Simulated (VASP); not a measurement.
A run of VASP 6.6.1:

The input INCAR:

```
SYSTEM = CO
ALGO = Normal
EDIFF = 1E-7
ENCUT = 520
GGA = PE
ISIF = 2
ISMEAR = -1
IVDW = 12
LASPH = .True.
LCHARG = .False.
LREAL = Auto
LWAVE = .False.
NBANDS = 54
NELM = 80
PREC = Accurate
SIGMA = 0.05
```

Contents of KPOINTS:

```
k-points
0
Gamma
  1 1 1
  0 0 0
```

The input POSCAR:

```
CO
1.0
    8.0666560000      0.0000000000      0.0000000000
    0.0000000000      7.7977050000      0.0000000000
    0.0000000000      0.0000000000      8.6881510000
O C
8 8
Direct
    0.1743845281      0.0778434167      0.1837214846
    0.1267315725      1.1256645385      0.9168464038
    0.7533605003      0.9940232415     -0.0803623234
    0.0118884455      0.6219265797      0.1214412595
    0.7214017804      0.2962923065      0.2655340590
    0.7041703526      0.0932069115      0.5049866191
    0.6954182749      0.5683851851      0.6617173205
    0.2272688956      0.4194695747      0.6304448438
    0.2758763979     -0.0125806247      0.2461743586
    0.1287026495      1.0254683910      0.8276329451
    0.6172322211      0.9710805936     -0.1159280036
    0.0485579154      0.5527523803      0.0159872912
    0.6468727562      0.4135960517      0.2504100124
    0.6758686623      0.0227118107      0.3905203765
    0.7275133587      0.6252993669      0.5433492120
    0.1421530805      0.5172804049      0.5687631350
```

Potentials or basis: VASP PAW PBE potentials, release 64 (O, C).

Launch:

```bash
$ cat potpaw_PBE.64/O/POTCAR potpaw_PBE.64/C/POTCAR > POTCAR
$ mpirun -np 1 vasp_gam > vasp.out
```

Hardware: 1 thread of Intel(R) Xeon(R) 6975P-C (Granite Rapids), with other jobs on the host.

**Question.** Estimate the wall time of this run.

**Answer.** Wall time 65 s on 1 thread of Intel(R) Xeon(R) 6975P-C (Granite Rapids), with other jobs on the host, peak memory 0.49 GiB. Counts: scf iterations 19, k points 1.
